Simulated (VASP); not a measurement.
# Ba8Zr8HO24 (a cell with a defect) in VASP: single point with PBEsol

Aim: the single point of Ba8Zr8HO24 (a cell with a defect) with PBEsol.

Program: VASP 6.6.1. These are calculated values, not measurements. Logs are shortened: lines on timing, memory, paths and dates and some standing lists are left out, and cuts for length are marked.

### Step 1. The cell of the first run

The cell holds a defect, 41 atoms: a = 8.362 Å, b = 8.362 Å, c = 8.362 Å, α = 90.00°, β = 90.00°, γ = 90.00°.

### Step 2. Single point, PBEsol

File INCAR:

```
PREC = Accurate
ENCUT = 520
EDIFF = 1E-6
ISMEAR = -1
SIGMA = 0.05
LREAL = Auto
LASPH = T
NELM = 80
ALGO = Normal
ISIF = 2
LWAVE = F
LCHARG = F
GGA = PS
NELECT = 322.0
ISYM = 0
NBANDS = 186
```

File KPOINTS:

```
Automatic mesh
0
Gamma
  1 1 1
  0.25 0.25 0.25
```

File POSCAR:

```
Ba8Zr8HO24
1.0
    8.3619610000      0.0000000000      0.0000000000
    0.0000000000      8.3619610000      0.0000000000
    0.0000000000      0.0000000000      8.3619610000
Ba Zr O H
8 8 24 1
Direct
    0.0106710000      0.0053200000      0.0069890000
    0.0071230000      0.0025390000      0.5017340000
    0.0033320000      0.4984960000      0.9997010000
    0.9869310000      0.5087730000      0.5098630000
    0.4894970000      0.0065830000      0.0069540000
    0.5030000000      0.9980930000      0.4988880000
    0.4963330000      0.5001880000      0.0010980000
    0.5108730000      0.5087490000      0.5070600000
    0.2505040000      0.2652200000      0.2663030000
    0.2509230000      0.2468570000      0.7514800000
    0.2505690000      0.7509860000      0.2474770000
    0.2503700000      0.7508230000      0.7513670000
    0.7507670000      0.2542000000      0.2545750000
    0.7505960000      0.2506430000      0.7546350000
    0.7505510000      0.7540170000      0.2506770000
    0.7502360000      0.7548210000      0.7554600000
    0.2357630000      0.2413850000      0.0015910000
    0.2657770000      0.1835240000      0.5112380000
    0.2730150000      0.7635900000      0.9961360000
    0.2324110000      0.7516780000      0.4985050000
    0.7669330000      0.2537060000      0.0051840000
    0.7357500000      0.2545960000      0.5047940000
    0.7291760000      0.7529080000      0.0024200000
    0.7656460000      0.7528300000      0.5024470000
    0.0012020000      0.2549860000      0.2745070000
    0.0000820000      0.2642000000      0.7372000000
    0.9994490000      0.7565480000      0.2331610000
    0.9990680000      0.7356580000      0.7680210000
    0.4997480000      0.2633670000      0.2463470000
    0.5013740000      0.2383870000      0.7696960000
    0.5007580000      0.7476760000      0.2704190000
    0.5006400000      0.7612580000      0.7311330000
    0.2529680000      0.0009140000      0.2410800000
    0.2315690000      0.9955110000      0.7650180000
    0.2476870000      0.5100680000      0.1850650000
    0.2626040000      0.4978980000      0.7523580000
    0.7450640000      0.0046090000      0.2536860000
    0.7642360000      0.0020980000      0.7528030000
    0.7546080000      0.5042220000      0.2552870000
    0.7383160000      0.5019920000      0.7520640000
    0.2451470000      0.4298220000      0.4324060000
```

Potentials or basis: VASP PAW PBE potentials, release 64 (Ba_sv, Zr_sv, O, H).

On the command line:

```
$ cat potpaw_PBE.64/Ba_sv/POTCAR potpaw_PBE.64/Zr_sv/POTCAR potpaw_PBE.64/O/POTCAR potpaw_PBE.64/H/POTCAR > POTCAR
$ mpirun -np 1 vasp_std > vasp.out
```

OUTCAR:

```text
PREC = Accurate
   ENCUT = 520
   EDIFF = 1E-6
   ISMEAR = -1
   LREAL = Auto
   LASPH = T
   NELM = 80
   ISIF = 2
   GGA = PS
   NELECT = 322.0
   ISYM = 0

 ion  position               nearest neighbor table
   1  0.011  0.005  0.007-  17 2.73  34 2.74  27 2.81  33 2.82  21 2.91  38 2.96  19 2.98  28 3.01
                            37 3.03  25 3.06  26 3.13  23 3.16  11 3.55  10 3.56  12 3.62  15 3.65
   2  0.007  0.003  0.502-  18 2.64  20 2.82  25 2.84  34 2.89  24 2.90  38 2.92  26 2.94  33 3.00
                            37 3.02  27 3.05  22 3.10  28 3.15  10 3.56   9 3.58  12 3.60  11 3.62
   3  0.003  0.498  1.000-  35 2.57  28 2.77  21 2.85  17 2.90  27 2.91  26 2.94  39 2.98  36 3.00
                            40 3.03  25 3.07  23 3.13  19 3.16  14 3.60  10 3.61  11 3.61  12 3.61
   4  0.987  0.509  0.510-  41 2.35  24 2.76  26 2.79  28 2.88  39 2.88  20 2.89  25 2.90  40 2.90
                            22 2.99  36 3.07  27 3.11  16 3.52  14 3.57  15 3.58  13 3.60  12 3.61
   5  0.489  0.007  0.007-  19 2.72  30 2.78  33 2.78  17 2.89  23 2.92  29 2.94  34 2.96  37 2.97
                            32 3.09  31 3.09  21 3.11  38 3.13  10 3.55  11 3.55  12 3.62  13 3.65
   6  0.503  0.998  0.499-  18 2.52  32 2.77  31 2.83  37 2.88  22 2.90  33 3.00  24 3.01  30 3.03
                            38 3.05  20 3.06  29 3.06  34 3.18  15 3.57  16 3.61  13 3.61  11 3.63
   7  0.496  0.500  0.001-  35 2.59  29 2.85  36 2.85  23 2.87  19 2.89  40 2.90  30 2.92  39 3.03
                            31 3.06  21 3.06  17 3.07  32 3.14  11 3.59  12 3.60   9 3.61  10 3.61
   8  0.511  0.509  0.507-  41 2.40  40 2.80  31 2.81  32 2.82  22 2.84  36 2.92  39 2.93  24 2.95
                            29 3.00  20 3.09  30 3.15  16 3.54  15 3.58   9 3.60  14 3.60  13 3.61
   9  0.251  0.265  0.266-  41 1.96  25 2.09  29 2.09  35 2.16  18 2.16  33 2.22  17 2.23   2 3.58
                             8 3.60   7 3.61   3 3.61   4 3.63   6 3.64   5 3.66   1 3.67
  10  0.251  0.247  0.751-  18 2.08  17 2.10  30 2.10  36 2.10  26 2.11  34 2.11   5 3.55   1 3.56
                             2 3.56   3 3.61   7 3.61   6 3.64   8 3.70   4 3.71
  11  0.251  0.751  0.247-  35 2.08  33 2.09  31 2.10  27 2.10  20 2.10  19 2.11   1 3.55   5 3.55
                             7 3.59   3 3.61   2 3.62   6 3.63   8 3.68   4 3.71
  12  0.250  0.751  0.751-  34 2.06  19 2.06  32 2.10  28 2.11  36 2.12  20 2.12   2 3.60   7 3.60
                             8 3.61   4 3.61   3 3.61   1 3.62   5 3.62   6 3.63
  13  0.751  0.254  0.255-  37 2.09  21 2.09  39 2.09  22 2.10  25 2.10  29 2.10   4 3.60   8 3.61
                             6 3.61   3 3.63   7 3.64   2 3.65   1 3.65   5 3.65
  14  0.751  0.251  0.755-  38 2.08  30 2.09  22 2.09  26 2.09  21 2.10  40 2.10   4 3.57   3 3.60
                             8 3.60   7 3.62   6 3.65   2 3.66   5 3.66   1 3.66
  15  0.751  0.754  0.251-  23 2.08  27 2.09  39 2.09  31 2.10  37 2.10  24 2.11   6 3.57   4 3.58
                             8 3.58   1 3.65   2 3.65   5 3.66   7 3.66   3 3.67
  16  0.750  0.755  0.755-  38 2.07  23 2.07  28 2.09  32 2.10  40 2.12  24 2.12   4 3.52   8 3.54
                             6 3.61   3 3.64   7 3.64   2 3.66   1 3.68   5 3.69
  17  0.236  0.241  0.002-  10 2.10   9 2.23   1 2.73   5 2.89   3 2.90   7 3.07
  18  0.266  0.184  0.511-  10 2.08   9 2.16   6 2.52   2 2.64
  19  0.273  0.764  0.996-  12 2.06  11 2.11   5 2.72   7 2.89   1 2.98   3 3.16
  20  0.232  0.752  0.499-  11 2.10  12 2.12   2 2.82   4 2.89   6 3.06   8 3.09
  21  0.767  0.254  0.005-  13 2.09  14 2.10   3 2.85   1 2.91   7 3.06   5 3.11
  22  0.736  0.255  0.505-  14 2.09  13 2.10   8 2.84   6 2.90   4 2.99   2 3.10
  23  0.729  0.753  0.002-  16 2.07  15 2.08   7 2.87   5 2.92   3 3.13   1 3.16
  24  0.766  0.753  0.502-  15 2.11  16 2.12   4 2.76   2 2.90   8 2.95   6 3.01
[... 8 lines left out ...]
  33  0.253  0.001  0.241-  11 2.09   9 2.22   5 2.78   1 2.82   2 3.00   6 3.00
  34  0.232  0.996  0.765-  12 2.06  10 2.11   1 2.74   2 2.89   5 2.96   6 3.18
  35  0.248  0.510  0.185-  11 2.08   9 2.16   3 2.57   7 2.59
  36  0.263  0.498  0.752-  10 2.10  12 2.12   7 2.85   8 2.92   3 3.00   4 3.07
  37  0.745  0.005  0.254-  13 2.09  15 2.10   6 2.88   5 2.97   2 3.02   1 3.03
  38  0.764  0.002  0.753-  16 2.07  14 2.08   2 2.92   1 2.96   6 3.05   5 3.13
  39  0.755  0.504  0.255-  15 2.09  13 2.09   4 2.88   8 2.93   3 2.98   7 3.03
  40  0.738  0.502  0.752-  14 2.10  16 2.12   8 2.80   4 2.90   7 2.90   3 3.03
  41  0.245  0.430  0.432-   9 1.96   4 2.35   8 2.40

IMPORTANT INFORMATION: All symmetrisations will be switched off!
NOSYMM: (Re-)initialisation of all symmetry stuff for point group C_1.

----------------------------------------------------------------------------------------

                                     Primitive cell

  volume of cell :     584.6883

  direct lattice vectors                    reciprocal lattice vectors
     8.361961000  0.000000000  0.000000000     0.119589173  0.000000000  0.000000000
     0.000000000  8.361961000  0.000000000     0.000000000  0.119589173  0.000000000
     0.000000000  0.000000000  8.361961000     0.000000000  0.000000000  0.119589173

  length of vectors
     8.361961000  8.361961000  8.361961000     0.119589173  0.119589173  0.119589173

  position of ions in fractional coordinates (direct lattice)
     0.010671000  0.005320000  0.006989000
     0.007123000  0.002539000  0.501734000
     0.003332000  0.498496000  0.999701000
     0.986931000  0.508773000  0.509863000
     0.489497000  0.006583000  0.006954000
     0.503000000  0.998093000  0.498888000
[... 33 lines left out ...]
     0.738316000  0.501992000  0.752064000
[... 69 lines left out ...]

 Found      4 irreducible k-points:

 Following reciprocal coordinates:
            Coordinates               Weight
  0.250000  0.250000  0.250000      2.000000
 -0.250000  0.250000  0.250000      2.000000
 -0.250000 -0.250000  0.250000      2.000000
  0.250000 -0.250000  0.250000      2.000000
   k-points           NKPTS =      4   k-points in BZ     NKDIM =      4   number of bands    NBANDS=    186
   number of dos      NEDOS =    301   number of ions     NIONS =     41
   total plane-waves  NPLWV = 262144
   dimension x,y,z NGX =    64 NGY =   64 NGZ =   64
   dimension x,y,z NGXF=   128 NGYF=  128 NGZF=  128
   ions per type =               8   8  24   1
   NGX,Y,Z   is equivalent  to a cutoff of  12.72, 12.72, 12.72 a.u.
   NGXF,Y,Z  is equivalent  to a cutoff of  25.45, 25.45, 25.45 a.u.
 SYSTEM =  unknown system
   PREC   = accura    normal or accurate (medium, high low for compatibility)
   ISTART =      0    job   : 0-new  1-cont  2-samecut
   ICHARG =      2    charge: 1-file 2-atom 10-const
   ISPIN  =      1    spin polarized calculation?
   LNONCOLLINEAR =      F non collinear calculations
   LSORBIT =      F    spin-orbit coupling
   LASPH  =      T    aspherical Exc in radial PAW
   ENCUT  =  520.0 eV  38.22 Ry    6.18 a.u.  15.55 15.55 15.55*2*pi/ulx,y,z
   NELM   =     80;   NELMIN=  2; NELMDL= -5     # of ELM steps
   EDIFF  = 0.1E-05   stopping-criterion for ELM
   LREAL  =      T    real-space projection
   EDIFFG = 0.1E-04   stopping-criterion for IOM
   NSW    =      0    number of steps for IOM
   IBRION =     -1    ionic relax: 0-MD 1-quasi-New 2-CG
   NFREE  =      0    steps in history (QN), initial steepest desc. (CG)
   ISIF   =      2    stress and relaxation
   ISYM   =      0    0-nonsym 1-usesym 2-fastsym
   POTIM  = 0.5000    time-step for ionic-motion
   TEBEG  =    0.0;   TEEND  =   0.0 temperature during run
   PSTRESS=    0.0 pullay stress
   NELECT =     322.0000    total number of electrons
   NUPDOWN=      -1.0000    fix difference up-down
   EMIN   =  10.00;   EMAX   =-10.00  energy-range for DOS
   EFERMI =   0.00;   METHOD = LEGACY
   ISMEAR =    -1;   SIGMA  =   0.05  broadening in eV -4-tet -1-fermi 0-gaus
   EFERMI_NEDOS =   21; number of points for ismear=-14 and -15
   IALGO  =     38    algorithm
   IMIX   =      4    mixing-type and parameters
     AMIX     =   0.40;   BMIX     =  1.00
     AMIX_MAG =   1.60;   BMIX_MAG =  1.00
  volume/ion in A,a.u.               =      14.26        96.24
  Fermi-wavevector in a.u.,A,eV,Ry     =   1.341895  2.535815 24.499782  1.800683
  Thomas-Fermi vector in A             =   2.470093
   LORBIT       =      0    0 simple, 1 ext, 2 COOP (PROOUT), +10 PAW based schemes
   GGA     = PS    functional components
   LHFCALC =     F    Hartree Fock is set to
   AEXX    =    0.0000 exact exchange contribution
   IVDW    =     0    specifies the selected vdW correction
   LEPSILON=     F    determine dielectric tensor
   LRPA    =     F    only Hartree local field effects (RPA)
 non-spin polarized calculation
  energy-cutoff  :      520.00
  volume of cell :      584.69
 maximum number of plane-waves:     15747
 NGX is ok and might be reduce to    64
   NGX = 31   NGY = 31   NGZ = 31

 number of electron     321.9999998 magnetization

 Free energy of the ion-electron system (eV)
  ---------------------------------------------------
  ext. energy  EPLUGINS =         0.00000000
  ---------------------------------------------------
  free energy    TOTEN  =      -344.04644756 eV

  energy without entropy =     -344.04644756  energy(sigma->0) =     -344.04644756

 E-fermi :   6.1740     XC(G=0): -11.1119

 val. band max:        5.0073385303   @ k =   0.2500  -0.2500   0.2500
 cond. band min:       7.3762684813   @ k =   0.2500  -0.2500   0.2500
 fundamental gap:      2.3689299510
 Fermi energy:         6.1739667338

 k-point     1 :       0.2500    0.2500    0.2500
  band No.  band energies     occupation
      1     -43.3404      2.00000
      2     -43.3192      2.00000
      3     -43.3141      2.00000
      4     -43.3132      2.00000
      5     -43.1887      2.00000
      6     -43.1734      2.00000
[... 693 lines left out ...]
    172       8.9142      0.00000
    173       8.9241      0.00000
 [bands above 173 left out]

------------------------ aborting loop because EDIFF is reached ----------------------------------------

  FORCE on cell =-STRESS in cart. coord.  units (eV):
  Direction    XX          YY          ZZ          XY          YZ          ZX
  --------------------------------------------------------------------------------------
  -------------------------------------------------------------------------------------
  Total       14.1846745     16.0997036     14.6217307     -0.4516740     -5.5862120     -0.0174734
  in kB       38.8691948     44.1168047     40.0668271     -1.2376883    -15.3074757     -0.0478809
  external PRESSURE =      41.0176089 kB  Pullay stress =       0.0000000 kB

 VOLUME and BASIS-vectors are now :
 -----------------------------------------------------------------------------
  energy-cutoff  :      520.00
  volume of cell :      584.69
      direct lattice vectors                 reciprocal lattice vectors
     8.361961000  0.000000000  0.000000000     0.119589173  0.000000000  0.000000000
     0.000000000  8.361961000  0.000000000     0.000000000  0.119589173  0.000000000
     0.000000000  0.000000000  8.361961000     0.000000000  0.000000000  0.119589173

 POSITION                                       TOTAL-FORCE (eV/Angst)
 -----------------------------------------------------------------------------------
      0.08923      0.04449      0.05844        -0.083021     -0.009933     -0.022167
      0.05956      0.02123      4.19548        -0.080641     -0.040392      0.000530
      0.02786      4.16840      8.35946        -0.096147     -0.033491     -0.024398
      8.25268      4.25434      4.26345        -0.016109     -0.022791     -0.029084
      4.09315      0.05505      0.05815         0.070918     -0.013915      0.014095
      4.20607      8.34601      4.17168         0.089015     -0.055908      0.010313
[... 33 lines left out ...]
      6.17377      4.19764      6.28873         0.032210      0.005491      0.021900
      2.04991      3.59415      3.61576         0.078670     -0.020399     -0.026966
 -----------------------------------------------------------------------------------
    total drift:                               -0.007138      0.004667      0.012391

  FREE ENERGIE OF THE ION-ELECTRON SYSTEM (eV)
  ---------------------------------------------------
  free  energy   TOTEN  =      -344.0464475556 eV

  energy  without entropy=     -344.0464475554  energy(sigma->0) =     -344.04644756
```

Run time: 12 min. Hardware: 1 thread of AMD EPYC 7R13 (Zen 3), shared host; peak memory 0.71 GiB.

What came out:

```
Free energy   : -344.0464 eV
Largest force : 0.153 eV/Å
```

Forces on the atoms (eV/Å):
```
Ba  -0.083 -0.010 -0.022
Ba  -0.081 -0.040  0.001
Ba  -0.096 -0.033 -0.024
Ba  -0.016 -0.023 -0.029
Ba   0.071 -0.014  0.014
Ba   0.089 -0.056  0.010
Ba   0.095  0.031 -0.061
Ba  -0.038 -0.039  0.002
Zr  -0.017  0.101  0.114
Zr  -0.049  0.023 -0.045
Zr  -0.019 -0.039  0.038
Zr   0.010  0.002 -0.006
Zr   0.022  0.017  0.019
Zr   0.031  0.018 -0.012
Zr   0.005 -0.015  0.016
Zr  -0.028 -0.026 -0.020
O    0.058  0.013  0.015
O   -0.059  0.085 -0.023
O   -0.037 -0.013 -0.001
O    0.043 -0.011  0.004
O   -0.038 -0.012 -0.008
O    0.022 -0.030 -0.011
O    0.039  0.012  0.017
O   -0.028  0.033 -0.001
O   -0.031 -0.010 -0.036
O   -0.012 -0.027  0.040
O   -0.008  0.002  0.026
O    0.015  0.042 -0.019
O    0.016 -0.008  0.002
O   -0.003  0.027 -0.050
O   -0.004 -0.013 -0.037
O    0.021  0.004  0.050
O    0.007  0.019  0.014
O    0.042  0.008 -0.019
O   -0.007 -0.013  0.079
O   -0.021  0.011  0.003
O    0.013 -0.005 -0.017
O   -0.025  0.016  0.013
O   -0.009 -0.009 -0.028
O    0.032  0.005  0.022
H    0.079 -0.020 -0.027
```

Levels at points of the mesh, in eV from the Fermi level:
| k point | band 158 | band 159 | band 160 | band 161 | band 162 | band 163 | band 164 | band 165 |
| --- | --- | --- | --- | --- | --- | --- | --- | --- |
| (0.25, 0.25, 0.25) | -2.76 | -2.74 | -2.37 | -1.24 | 1.26 | 1.29 | 1.32 | 1.53 |

Caveat: the k points lie up to 0.75 Å⁻¹ apart; the cell carries a net charge on a neutralising background, which shifts energy and pressure; the cell is charged against a uniform background, so pressure and absolute levels hang on convention; the PAW data sets were made with another functional, which shifts forces and pressure a little; spin-orbit coupling is left out, which moves the levels of the heavy elements.
